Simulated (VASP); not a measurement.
# BeTeS3 (P6/mmm) in VASP: single point with PBE

Aim: the single point of BeTeS3 with PBE.

All numbers are computed with VASP 6.6.1; they aren't measurements. Logs are shortened: lines on timing, memory, paths and dates and some standing lists are left out, and cuts for length are marked.

**1. The cell of the first run**

The structure is hexagonal, space group P6/mmm (No. 191). The conventional cell has a = 6.449 Å, b = 6.449 Å, c = 6.626 Å, α = 90.00°, β = 90.00°, γ = 120.00°. Within 2.0 Å of Be (site symmetry -6m2) lie 2 S at 1.50 Å. Te (site symmetry -6m2) has 2 S at 1.81 Å within 2.4 Å. S (site symmetry 3m) has 1 Be at 1.50 Å and 1 Te at 1.81 Å within 2.0 Å. Within 4.4 Å of S (site symmetry 6/mmm) lie 14 S at 3.31 to 4.14 Å and 6 Te at 3.72 Å. Within 4.4 Å of S (site symmetry 6/mmm) lie 14 S at 3.31 to 4.01 Å and 6 Be at 3.72 Å.

The cell was built from a structure type or drawn by symmetry, and may not be a known phase.

**2. Single point, PBE**

INCAR reads:

```
PREC = Accurate
ENCUT = 520
EDIFF = 1E-7
ISMEAR = 0
SIGMA = 0.1
LREAL = False
LASPH = True
NELM = 80
ALGO = Normal
ISIF = 2
LWAVE = False
LCHARG = False
GGA = PE
NBANDS = 37
```

KPOINTS reads:

```
regular mesh
0
Gamma
  3 3 4
```

POSCAR reads:

```
BeTeS3
1.0
    6.4485821100      0.0000000000      0.0000000000
   -3.2242910500      5.5846359200      0.0000000000
    0.0000000000      0.0000000000      6.6255909300
Be Te S
2 2 6
Direct
    0.3333333300      0.6666666700      0.0000000000
    0.6666666700      0.3333333300      0.0000000000
    0.3333333300      0.6666666700      0.5000000000
    0.6666666700      0.3333333300      0.5000000000
    0.3333333300      0.6666666700      0.7737481600
    0.3333333300      0.6666666700      0.2262518400
    0.6666666700      0.3333333300      0.2262518400
    0.6666666700      0.3333333300      0.7737481600
    0.0000000000      0.0000000000      0.5000000000
    0.0000000000      0.0000000000      0.0000000000
```

Potentials or basis: VASP PAW PBE potentials, release 64 (Be, Te, S).

The run is started by

```console
cat potpaw_PBE.64/Be/POTCAR potpaw_PBE.64/Te/POTCAR potpaw_PBE.64/S/POTCAR > POTCAR
mpirun -np 1 vasp_std > vasp.out
```

OUTCAR:

```text
PREC = Accurate
   ENCUT = 520
   EDIFF = 1E-7
   ISMEAR = 0
   LREAL = False
   LASPH = True
   NELM = 80
   ISIF = 2
   GGA = PE

 ion  position               nearest neighbor table
   1  0.333  0.667  0.000-   5 1.50   6 1.50
   2  0.667  0.333  0.000-   7 1.50   8 1.50
   3  0.333  0.667  0.500-   5 1.81   6 1.81
   4  0.667  0.333  0.500-   7 1.81   8 1.81
   5  0.333  0.667  0.774-   1 1.50   3 1.81
   6  0.333  0.667  0.226-   1 1.50   3 1.81
   7  0.667  0.333  0.226-   2 1.50   4 1.81
   8  0.667  0.333  0.774-   2 1.50   4 1.81
   9  0.000  0.000  0.500-
  10  0.000  0.000  0.000-

  LATTYP: Found a hexagonal cell.
 ALAT       =     6.4485821100
 C/A-ratio  =     1.0274492620

  Lattice vectors:

 A1 = (   6.4485821100,   0.0000000000,   0.0000000000)
 A2 = (  -3.2242910500,   5.5846359200,   0.0000000000)
 A3 = (   0.0000000000,   0.0000000000,   6.6255909300)

Analysis of symmetry for initial positions (statically):
=====================================================================
 Subroutine PRICEL returns:
 Original cell was already a primitive cell.

 Routine SETGRP: Setting up the symmetry group for a
 hexagonal supercell.

 Subroutine GETGRP returns: Found 24 space group operations
 (whereof 24 operations were pure point group operations)
 out of a pool of 24 trial point group operations.

The static configuration has the point symmetry D_6h.

Analysis of symmetry for dynamics (positions and initial velocities):
=====================================================================
 Subroutine PRICEL returns:
 Original cell was already a primitive cell.

 Routine SETGRP: Setting up the symmetry group for a
 hexagonal supercell.

 Subroutine GETGRP returns: Found 24 space group operations
 (whereof 24 operations were pure point group operations)
 out of a pool of 24 trial point group operations.

The dynamic configuration has the point symmetry D_6h.

 Subroutine INISYM returns: Found 24 space group operations
 (whereof 24 operations are pure point group operations),
 and found     1 'primitive' translations

----------------------------------------------------------------------------------------

                                     Primitive cell

  volume of cell :     238.6073

  direct lattice vectors                    reciprocal lattice vectors
     6.448582110  0.000000000  0.000000000     0.155072849  0.089531351  0.000000000
    -3.224291050  5.584635920  0.000000000     0.000000000  0.179062702  0.000000000
     0.000000000  0.000000000  6.625590930     0.000000000  0.000000000  0.150929934

  length of vectors
     6.448582110  6.448582103  6.625590930     0.179062702  0.179062702  0.150929934

  position of ions in fractional coordinates (direct lattice)
     0.333333330  0.666666670  0.000000000
     0.666666670  0.333333330  0.000000000
     0.333333330  0.666666670  0.500000000
     0.666666670  0.333333330  0.500000000
     0.333333330  0.666666670  0.773748160
     0.333333330  0.666666670  0.226251840
     0.666666670  0.333333330  0.226251840
     0.666666670  0.333333330  0.773748160
     0.000000000  0.000000000  0.500000000
     0.000000000  0.000000000  0.000000000

  ion indices of the primitive-cell ions
   primitive index   ion index
                 1           1
                 2           2
                 3           3
                 4           4
                 5           5
                 6           6
                 7           7
                 8           8
                 9           9
                10          10

----------------------------------------------------------------------------------------

 KPOINTS: regular mesh

Automatic generation of k-mesh.
 Grid dimensions read from file:
 generate k-points for:    3    3    4

 Generating k-lattice:

  Cartesian coordinates                     Fractional coordinates (reciprocal lattice)
     0.051690950  0.029843784  0.000000000     0.333333333  0.000000000  0.000000000
     0.000000000  0.059687567  0.000000000     0.000000000  0.333333333  0.000000000
     0.000000000  0.000000000  0.037732483     0.000000000  0.000000000  0.250000000

  Length of vectors
     0.059687567  0.059687567  0.037732483

  Shift w.r.t. Gamma in fractional coordinates (k-lattice)
     0.000000000  0.000000000  0.000000000

 Subroutine IBZKPT returns following result:
 ===========================================

 Found      9 irreducible k-points:

 Following reciprocal coordinates:
            Coordinates               Weight
  0.000000  0.000000  0.000000      1.000000
  0.333333  0.000000  0.000000      6.000000
  0.333333  0.333333  0.000000      2.000000
  0.000000  0.000000  0.250000      2.000000
  0.333333  0.000000  0.250000     12.000000
  0.333333  0.333333  0.250000      4.000000
  0.000000  0.000000  0.500000      1.000000
  0.333333  0.000000  0.500000      6.000000
  0.333333  0.333333  0.500000      2.000000
   k-points           NKPTS =      9   k-points in BZ     NKDIM =      9   number of bands    NBANDS=     37
   number of dos      NEDOS =    301   number of ions     NIONS =     10
   total plane-waves  NPLWV = 115200
   dimension x,y,z NGX =    48 NGY =   48 NGZ =   50
   dimension x,y,z NGXF=    96 NGYF=   96 NGZF=  100
   ions per type =               2   2   6
   NGX,Y,Z   is equivalent  to a cutoff of  12.37, 12.37, 12.55 a.u.
   NGXF,Y,Z  is equivalent  to a cutoff of  24.75, 24.75, 25.09 a.u.
 SYSTEM =  unknown system
   PREC   = accura    normal or accurate (medium, high low for compatibility)
   ISTART =      0    job   : 0-new  1-cont  2-samecut
   ICHARG =      2    charge: 1-file 2-atom 10-const
   ISPIN  =      1    spin polarized calculation?
   LNONCOLLINEAR =      F non collinear calculations
   LSORBIT =      F    spin-orbit coupling
   LASPH  =      T    aspherical Exc in radial PAW
   ENCUT  =  520.0 eV  38.22 Ry    6.18 a.u.  11.99 11.99 12.32*2*pi/ulx,y,z
   NELM   =     80;   NELMIN=  2; NELMDL= -5     # of ELM steps
   EDIFF  = 0.1E-06   stopping-criterion for ELM
   LREAL  =      F    real-space projection
   EDIFFG = 0.1E-05   stopping-criterion for IOM
   NSW    =      0    number of steps for IOM
   IBRION =     -1    ionic relax: 0-MD 1-quasi-New 2-CG
   NFREE  =      0    steps in history (QN), initial steepest desc. (CG)
   ISIF   =      2    stress and relaxation
   ISYM   =      2    0-nonsym 1-usesym 2-fastsym
   POTIM  = 0.5000    time-step for ionic-motion
   TEBEG  =    0.0;   TEEND  =   0.0 temperature during run
   PSTRESS=    0.0 pullay stress
   NELECT =      52.0000    total number of electrons
   NUPDOWN=      -1.0000    fix difference up-down
   EMIN   =  10.00;   EMAX   =-10.00  energy-range for DOS
   EFERMI =   0.00;   METHOD = LEGACY
   ISMEAR =     0;   SIGMA  =   0.10  broadening in eV -4-tet -1-fermi 0-gaus
   EFERMI_NEDOS =   21; number of points for ismear=-14 and -15
   IALGO  =     38    algorithm
   IMIX   =      4    mixing-type and parameters
     AMIX     =   0.40;   BMIX     =  1.00
     AMIX_MAG =   1.60;   BMIX_MAG =  1.00
  volume/ion in A,a.u.               =      23.86       161.02
  Fermi-wavevector in a.u.,A,eV,Ry     =   0.985178  1.861716 13.205484  0.970576
  Thomas-Fermi vector in A             =   2.116466
   LORBIT       =      0    0 simple, 1 ext, 2 COOP (PROOUT), +10 PAW based schemes
   GGA     = PE    functional components
   LHFCALC =     F    Hartree Fock is set to
   AEXX    =    0.0000 exact exchange contribution
   IVDW    =     0    specifies the selected vdW correction
   LEPSILON=     F    determine dielectric tensor
   LRPA    =     F    only Hartree local field effects (RPA)
 non-spin polarized calculation
 Gauss-broadening in eV      SIGMA  =   0.10
  energy-cutoff  :      520.00
  volume of cell :      238.61
 maximum number of plane-waves:      6444
 NGX is ok and might be reduce to    48
   NGX = 23   NGY = 23   NGZ = 25

 number of electron      52.0000008 magnetization

 Free energy of the ion-electron system (eV)
  ---------------------------------------------------
  ext. energy  EPLUGINS =         0.00000000
  ---------------------------------------------------
  free energy    TOTEN  =         0.15145942 eV

  energy without entropy =        0.19104880  energy(sigma->0) =        0.17125411

 E-fermi :   3.7495     XC(G=0):  -8.4845

 val. band max:        3.7342313406   @ k =   0.3333   0.3333   0.0000
 cond. band min:       3.7686992712   @ k =   0.3333   0.3333   0.2500
 fundamental gap:      0.0344679306
 Fermi energy:         3.7495068219

 k-point     1 :       0.0000    0.0000    0.0000
  band No.  band energies     occupation
      1     -14.9974      2.00000
      2     -14.6197      2.00000
      3     -13.3222      2.00000
      4     -13.1067      2.00000
      5      -7.7261      2.00000
      6      -7.4009      2.00000
[... 29 lines left out ...]
     36       9.9964      0.00000
     37       9.9977      0.00000

 k-point     2 :       0.3333    0.0000    0.0000
  band No.  band energies     occupation
      1     -14.9201      2.00000
      2     -14.7028      2.00000
      3     -13.2777      2.00000
      4     -13.1534      2.00000
      5      -7.5921      2.00000
      6      -7.4382      2.00000
[... 29 lines left out ...]
     36       9.6770      0.00000
     37       9.8270      0.00000
[... 238 lines left out ...]
     36       8.5601      0.00000
     37       8.9344      0.00000

 k-point     9 :       0.3333    0.3333    0.5000
  band No.  band energies     occupation
      1     -14.8329      2.00000
      2     -14.8329      2.00000
      3     -13.1746      2.00000
      4     -13.1746      2.00000
      5      -7.4448      2.00000
      6      -7.4448      2.00000
[... 29 lines left out ...]
     36       8.1883      0.00000
     37       8.1883      0.00000

------------------------ aborting loop because EDIFF is reached ----------------------------------------

  FORCE on cell =-STRESS in cart. coord.  units (eV):
  Direction    XX          YY          ZZ          XY          YZ          ZX
  --------------------------------------------------------------------------------------
  -------------------------------------------------------------------------------------
  Total       -6.3005889     -6.3005889    258.8674772     -0.0000000      0.0000000      0.0000000
  in kB      -42.3065887    -42.3065886   1738.2184509     -0.0000000      0.0000000      0.0000000
  external PRESSURE =     551.2017579 kB  Pullay stress =       0.0000000 kB

 VOLUME and BASIS-vectors are now :
 -----------------------------------------------------------------------------
  energy-cutoff  :      520.00
  volume of cell :      238.61
      direct lattice vectors                 reciprocal lattice vectors
     6.448582110  0.000000000  0.000000000     0.155072849  0.089531351  0.000000000
    -3.224291050  5.584635920  0.000000000     0.000000000  0.179062702  0.000000000
     0.000000000  0.000000000  6.625590930     0.000000000  0.000000000  0.150929934

 POSITION                                       TOTAL-FORCE (eV/Angst)
 -----------------------------------------------------------------------------------
     -0.00000      3.72309      0.00000        -0.000000      0.000000     -0.000000
      3.22429      1.86155      0.00000         0.000000      0.000000     -0.000000
     -0.00000      3.72309      3.31280        -0.000000      0.000000     -0.000000
      3.22429      1.86155      3.31280         0.000000     -0.000000     -0.000000
     -0.00000      3.72309      5.12654         0.000000     -0.000000     11.375086
     -0.00000      3.72309      1.49905         0.000000     -0.000000    -11.375086
      3.22429      1.86155      1.49905        -0.000000      0.000000    -11.375086
      3.22429      1.86155      5.12654        -0.000000      0.000000     11.375086
      0.00000      0.00000      3.31280        -0.000000      0.000000     -0.000000
      0.00000      0.00000      0.00000        -0.000000      0.000000     -0.000000
 -----------------------------------------------------------------------------------
    total drift:                               -0.000000      0.000000      0.000000

  FREE ENERGIE OF THE ION-ELECTRON SYSTEM (eV)
  ---------------------------------------------------
  free  energy   TOTEN  =         0.1514594195 eV

  energy  without entropy=        0.1910488039  energy(sigma->0) =        0.17125411
```

Wall time 2 min (1 thread of AMD EPYC 7R13, shared host); peak memory 0.33 GiB.

Results:

| Item | Value |
| --- | --- |
| Free energy | 0.1515 eV |
| Pressure | 55.1 GPa |
| Largest force | 11.375 eV/Å |
| Band gap on the k mesh | zero (bands 26 and 27 overlap by 0.46 eV) |

Forces in eV/Å, atoms in the order of the input:
```
Be    0.000   0.000   0.000
Be    0.000   0.000   0.000
Te    0.000   0.000   0.000
Te    0.000   0.000   0.000
S     0.000   0.000  11.375
S     0.000   0.000 -11.375
S     0.000   0.000 -11.375
S     0.000   0.000  11.375
S     0.000   0.000   0.000
S     0.000   0.000   0.000
```

Stress tensor (GPa, compression positive):
```
 -4.23   0.00   0.00
  0.00  -4.23   0.00
  0.00   0.00 173.82
```

Caveat: the k points lie up to 0.38 Å⁻¹ apart; semilocal functionals underestimate gaps, so a narrow gap can read as zero; spin-orbit coupling is left out, which moves the levels of the heavy elements; forces of over 1 eV/Å act on the atoms, so gaps and moduli don't describe the material at rest.
